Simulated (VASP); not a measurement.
# ZnS (Wurtzite-2H) (P6_3mc) in VASP: a series of runs

ZnS (Wurtzite-2H) is run at these levels: PBE; tasks: single point.

Program: VASP 6.6.1. These are calculated values, not measurements. Logs are shortened: lines on timing, memory, paths and dates and some standing lists are left out, and cuts for length are marked.

**1. The cell of the first run**

Symmetry: P6_3mc, No. 186, hexagonal system. The conventional cell has a = 3.767 Å, b = 3.767 Å, c = 6.175 Å, α = 90.00°, β = 90.00°, γ = 120.00°. Zn (site symmetry 3m) has 4 S at 2.31 Å within 3.1 Å. S (site symmetry 3m) has 4 Zn at 2.31 Å within 3.1 Å.

**2. Single point, PBE (volume changed by -6%)**

INCAR reads:

```
SYSTEM = ZnS
ALGO     = Normal         ! electronic algorithm
EDIFF    = 1E-6           ! SCF threshold, eV
ENCUT    = 500            ! plane-wave cutoff, eV
GGA      = PE             ! functional
GGA_COMPAT= .FALSE.      
ISIF     = 2              ! what is computed and relaxed
ISMEAR   = 0              ! smearing method
LASPH    = .TRUE.         ! aspherical terms in the spheres
LCHARG   = .TRUE.         ! write CHGCAR
LELF     = .TRUE.         ! ELF
LREAL    = .FALSE.        ! projectors in reciprocal space
LVHAR    = .TRUE.       
LWAVE    = .FALSE.        ! write WAVECAR
NBANDS   = 26             ! bands
NELM     = 120            ! most SCF steps
PREC     = Accurate       ! precision mode
SIGMA    = 0.01           ! smearing width, eV
```

KPOINTS reads:

```
k-points
0
G
  6 6 4
  0 0 0
```

POSCAR reads:

```
ZnS
1.0
    3.7672743308      0.0000000000      0.0000000000
   -1.8836371654      3.2625552735      0.0000000000
    0.0000000000      0.0000000000      6.1753321895
Zn S
2 2
Direct
    0.3333333333      0.6666666667      0.0052011311
    0.6666666667      0.3333333333      0.5052011311
    0.3333333333      0.6666666667      0.3797988689
    0.6666666667      0.3333333333      0.8797988689
```

Potentials or basis: VASP PAW PBE potentials, release 64 (Zn, S).

On the command line:

```console
> cat potpaw_PBE.64/Zn/POTCAR potpaw_PBE.64/S/POTCAR > POTCAR
> mpirun -np 1 vasp_std > vasp.out
```

OUTCAR:

```text
SYSTEM = ZnS
   EDIFF = 1E-6
   ENCUT = 500
   GGA = PE
   ISIF = 2
   ISMEAR = 0
   LASPH = .TRUE.
   LREAL = .FALSE.
   NELM = 120
   PREC = Accurate

 ion  position               nearest neighbor table
   1  0.333  0.667  0.005-   4 2.31   4 2.31   4 2.31   3 2.31
   2  0.667  0.333  0.505-   3 2.31   3 2.31   3 2.31   4 2.31
   3  0.333  0.667  0.380-   2 2.31   2 2.31   2 2.31   1 2.31
   4  0.667  0.333  0.880-   1 2.31   1 2.31   1 2.31   2 2.31

  LATTYP: Found a hexagonal cell.
 ALAT       =     3.7672743308
 C/A-ratio  =     1.6392042754

  Lattice vectors:

 A1 = (   3.7672743308,   0.0000000000,   0.0000000000)
 A2 = (  -1.8836371654,   3.2625552735,   0.0000000000)
 A3 = (   0.0000000000,   0.0000000000,   6.1753321895)

Analysis of symmetry for initial positions (statically):
=====================================================================
 Subroutine PRICEL returns:
 Original cell was already a primitive cell.

 Routine SETGRP: Setting up the symmetry group for a
 hexagonal supercell.

 Subroutine GETGRP returns: Found 12 space group operations
 (whereof  6 operations were pure point group operations)
 out of a pool of 24 trial point group operations.

The static configuration has the point symmetry C_3v.
 The point group associated with its full space group is C_6v.

Analysis of symmetry for dynamics (positions and initial velocities):
=====================================================================
 Subroutine PRICEL returns:
 Original cell was already a primitive cell.

 Routine SETGRP: Setting up the symmetry group for a
 hexagonal supercell.

 Subroutine GETGRP returns: Found 12 space group operations
 (whereof  6 operations were pure point group operations)
 out of a pool of 24 trial point group operations.

The dynamic configuration has the point symmetry C_3v.
 The point group associated with its full space group is C_6v.

 Subroutine INISYM returns: Found 12 space group operations
 (whereof  6 operations are pure point group operations),
 and found     1 'primitive' translations

----------------------------------------------------------------------------------------

                                     Primitive cell

  volume of cell :      75.9006

  direct lattice vectors                    reciprocal lattice vectors
     3.767274331  0.000000000  0.000000000     0.265443902  0.153254109  0.000000000
    -1.883637165  3.262555273  0.000000000     0.000000000  0.306508217  0.000000000
     0.000000000  0.000000000  6.175332189     0.000000000  0.000000000  0.161934608

  length of vectors
     3.767274331  3.767274331  6.175332189     0.306508217  0.306508217  0.161934608

  position of ions in fractional coordinates (direct lattice)
     0.333333333  0.666666667  0.005201131
     0.666666667  0.333333333  0.505201131
     0.333333333  0.666666667  0.379798869
     0.666666667  0.333333333  0.879798869

  ion indices of the primitive-cell ions
   primitive index   ion index
                 1           1
                 2           2
                 3           3
                 4           4

----------------------------------------------------------------------------------------

 KPOINTS: k-points

Automatic generation of k-mesh.
 Grid dimensions read from file:
 generate k-points for:    6    6    4

 Generating k-lattice:

  Cartesian coordinates                     Fractional coordinates (reciprocal lattice)
     0.044240650  0.025542351  0.000000000     0.166666667 -0.000000000  0.000000000
     0.000000000  0.051084703  0.000000000     0.000000000  0.166666667  0.000000000
     0.000000000  0.000000000  0.040483652     0.000000000  0.000000000  0.250000000

  Length of vectors
     0.051084703  0.051084703  0.040483652

  Shift w.r.t. Gamma in fractional coordinates (k-lattice)
     0.000000000  0.000000000  0.000000000

 Subroutine IBZKPT returns following result:
 ===========================================

 Found     21 irreducible k-points:

 Following reciprocal coordinates:
            Coordinates               Weight
  0.000000  0.000000  0.000000      1.000000
  0.166667  0.000000  0.000000      6.000000
  0.333333  0.000000  0.000000      6.000000
  0.500000 -0.000000  0.000000      3.000000
  0.166667  0.166667  0.000000      6.000000
  0.333333  0.166667  0.000000     12.000000
[... 13 lines left out ...]
  0.333333  0.166667  0.500000     12.000000
  0.333333  0.333333  0.500000      2.000000
   k-points           NKPTS =     21   k-points in BZ     NKDIM =     21   number of bands    NBANDS=     26
   number of dos      NEDOS =    301   number of ions     NIONS =      4
   total plane-waves  NPLWV =  37632
   dimension x,y,z NGX =    28 NGY =   28 NGZ =   48
   dimension x,y,z NGXF=    56 NGYF=   56 NGZF=   96
   ions per type =               2   2
   NGX,Y,Z   is equivalent  to a cutoff of  12.36, 12.36, 12.92 a.u.
   NGXF,Y,Z  is equivalent  to a cutoff of  24.71, 24.71, 25.84 a.u.
 SYSTEM =  ZnS
   PREC   = accura    normal or accurate (medium, high low for compatibility)
   ISTART =      0    job   : 0-new  1-cont  2-samecut
   ICHARG =      2    charge: 1-file 2-atom 10-const
   ISPIN  =      1    spin polarized calculation?
   LNONCOLLINEAR =      F non collinear calculations
   LSORBIT =      F    spin-orbit coupling
   LASPH  =      T    aspherical Exc in radial PAW
   ENCUT  =  500.0 eV  36.75 Ry    6.06 a.u.   6.87  6.87 11.26*2*pi/ulx,y,z
   NELM   =    120;   NELMIN=  2; NELMDL= -5     # of ELM steps
   EDIFF  = 0.1E-05   stopping-criterion for ELM
   LREAL  =      F    real-space projection
   EDIFFG = 0.1E-04   stopping-criterion for IOM
   NSW    =      0    number of steps for IOM
   IBRION =     -1    ionic relax: 0-MD 1-quasi-New 2-CG
   NFREE  =      0    steps in history (QN), initial steepest desc. (CG)
   ISIF   =      2    stress and relaxation
   ISYM   =      2    0-nonsym 1-usesym 2-fastsym
   POTIM  = 0.5000    time-step for ionic-motion
   TEBEG  =    0.0;   TEEND  =   0.0 temperature during run
   PSTRESS=    0.0 pullay stress
   NELECT =      36.0000    total number of electrons
   NUPDOWN=      -1.0000    fix difference up-down
   EMIN   =  10.00;   EMAX   =-10.00  energy-range for DOS
   EFERMI =   0.00;   METHOD = LEGACY
   ISMEAR =     0;   SIGMA  =   0.01  broadening in eV -4-tet -1-fermi 0-gaus
   EFERMI_NEDOS =   21; number of points for ismear=-14 and -15
   IALGO  =     38    algorithm
   IMIX   =      4    mixing-type and parameters
     AMIX     =   0.40;   BMIX     =  1.00
     AMIX_MAG =   1.60;   BMIX_MAG =  1.00
  volume/ion in A,a.u.               =      18.98       128.05
  Fermi-wavevector in a.u.,A,eV,Ry     =   1.276715  2.412641 22.177501  1.630000
  Thomas-Fermi vector in A             =   2.409355
   LORBIT       =      0    0 simple, 1 ext, 2 COOP (PROOUT), +10 PAW based schemes
   GGA     = PE    functional components
   LHFCALC =     F    Hartree Fock is set to
   AEXX    =    0.0000 exact exchange contribution
   IVDW    =     0    specifies the selected vdW correction
   LEPSILON=     F    determine dielectric tensor
   LRPA    =     F    only Hartree local field effects (RPA)
 non-spin polarized calculation
 Gauss-broadening in eV      SIGMA  =   0.01
  energy-cutoff  :      500.00
  volume of cell :       75.90
 maximum number of plane-waves:      1953
 NGX is ok and might be reduce to    28
   NGX = 13   NGY = 13   NGZ = 23

 number of electron      36.0000008 magnetization

 Free energy of the ion-electron system (eV)
  ---------------------------------------------------
  ext. energy  EPLUGINS =         0.00000000
  ---------------------------------------------------
  free energy    TOTEN  =       -13.61406867 eV

  energy without entropy =      -13.61406867  energy(sigma->0) =      -13.61406867

 E-fermi :   2.5496     XC(G=0):  -9.8076

 val. band max:        2.4967223055   @ k =   0.0000   0.0000   0.0000
 cond. band min:       4.8615728963   @ k =   0.0000   0.0000   0.0000
 fundamental gap:      2.3648505908
 Fermi energy:         2.5495990913

 k-point     1 :       0.0000    0.0000    0.0000
  band No.  band energies     occupation
      1     -10.9481      2.00000
      2      -9.9430      2.00000
      3      -4.0097      2.00000
      4      -3.9959      2.00000
      5      -3.9959      2.00000
      6      -3.9080      2.00000
[... 18 lines left out ...]
     25      10.2017      0.00000
     26      11.9405      0.00000

 k-point     2 :       0.1667    0.0000    0.0000
  band No.  band energies     occupation
      1     -10.7538      2.00000
      2      -9.8370      2.00000
      3      -4.0154      2.00000
      4      -3.9700      2.00000
      5      -3.9589      2.00000
      6      -3.8848      2.00000
[... 18 lines left out ...]
     25      10.8114      0.00000
     26      11.0445      0.00000

 k-point     3 :       0.3333    0.0000    0.0000
  band No.  band energies     occupation
      1     -10.2847      2.00000
      2      -9.6470      2.00000
      3      -4.0150      2.00000
      4      -3.9120      2.00000
      5      -3.9019      2.00000
      6      -3.7525      2.00000
[... 18 lines left out ...]
     25      11.2433      0.00000
     26      12.3584      0.00000

 k-point     4 :       0.5000   -0.0000    0.0000
  band No.  band energies     occupation
      1      -9.9579      2.00000
      2      -9.6085      2.00000
      3      -3.9977      2.00000
      4      -3.8843      2.00000
      5      -3.7747      2.00000
      6      -3.7343      2.00000
[... 18 lines left out ...]
     25      11.6618      0.00000
     26      14.1600      0.00000
[... 409 lines left out ...]
      1     -10.0691      2.00000
      2     -10.0691      2.00000
      3      -4.0047      2.00000
      4      -4.0047      2.00000
      5      -3.8685      2.00000
      6      -3.8685      2.00000
[... 18 lines left out ...]
     25      10.9251      0.00000
     26      10.9251      0.00000

 k-point    20 :       0.3333    0.1667    0.5000
  band No.  band energies     occupation
      1      -9.7779      2.00000
      2      -9.7779      2.00000
      3      -3.9601      2.00000
      4      -3.9601      2.00000
      5      -3.7948      2.00000
      6      -3.7948      2.00000
[... 18 lines left out ...]
     25      11.6872      0.00000
     26      11.6872      0.00000

 k-point    21 :       0.3333    0.3333    0.5000
  band No.  band energies     occupation
      1      -9.6779      2.00000
      2      -9.6779      2.00000
      3      -3.8748      2.00000
      4      -3.8748      2.00000
      5      -3.8278      2.00000
      6      -3.8278      2.00000
[... 18 lines left out ...]
     25      12.2595      0.00000
     26      12.2595      0.00000

------------------------ aborting loop because EDIFF is reached ----------------------------------------

  FORCE on cell =-STRESS in cart. coord.  units (eV):
  Direction    XX          YY          ZZ          XY          YZ          ZX
  --------------------------------------------------------------------------------------
  -------------------------------------------------------------------------------------
  Total        2.3951230      2.3951230      2.4402968      0.0000000      0.0000000      0.0000000
  in kB       50.5583580     50.5583580     51.5119258      0.0000000      0.0000000      0.0000000
  external PRESSURE =      50.8762139 kB  Pullay stress =       0.0000000 kB

 VOLUME and BASIS-vectors are now :
 -----------------------------------------------------------------------------
  energy-cutoff  :      500.00
  volume of cell :       75.90
      direct lattice vectors                 reciprocal lattice vectors
     3.767274331  0.000000000  0.000000000     0.265443902  0.153254109  0.000000000
    -1.883637165  3.262555273  0.000000000     0.000000000  0.306508217  0.000000000
     0.000000000  0.000000000  6.175332189     0.000000000  0.000000000  0.161934608

 POSITION                                       TOTAL-FORCE (eV/Angst)
 -----------------------------------------------------------------------------------
     -0.00000      2.17504      0.03212         0.000000      0.000000      0.015428
      1.88364      1.08752      3.11978        -0.000000     -0.000000      0.015428
     -0.00000      2.17504      2.34538        -0.000000      0.000000     -0.015428
      1.88364      1.08752      5.43305         0.000000      0.000000     -0.015428
 -----------------------------------------------------------------------------------
    total drift:                               -0.000001     -0.000001     -0.000215

  FREE ENERGIE OF THE ION-ELECTRON SYSTEM (eV)
  ---------------------------------------------------
  free  energy   TOTEN  =       -13.6140686688 eV

  energy  without entropy=      -13.6140686688  energy(sigma->0) =      -13.61406867
```

Wall time 27 s (1 thread of Intel Xeon Platinum 8488C (Sapphire Rapids), shared host); peak memory 0.2 GiB.

What came out:

```
Free energy            : -13.6141 eV
Pressure               : 5.1 GPa
Largest force          : 0.015 eV/Å
Band gap on the k mesh : 2.36 eV, direct
```

Forces on the atoms (eV/Å):
```
Zn   0.000  0.000  0.015
Zn   0.000  0.000  0.015
S    0.000  0.000 -0.015
S    0.000  0.000 -0.015
```

[end of part 1 of 2]
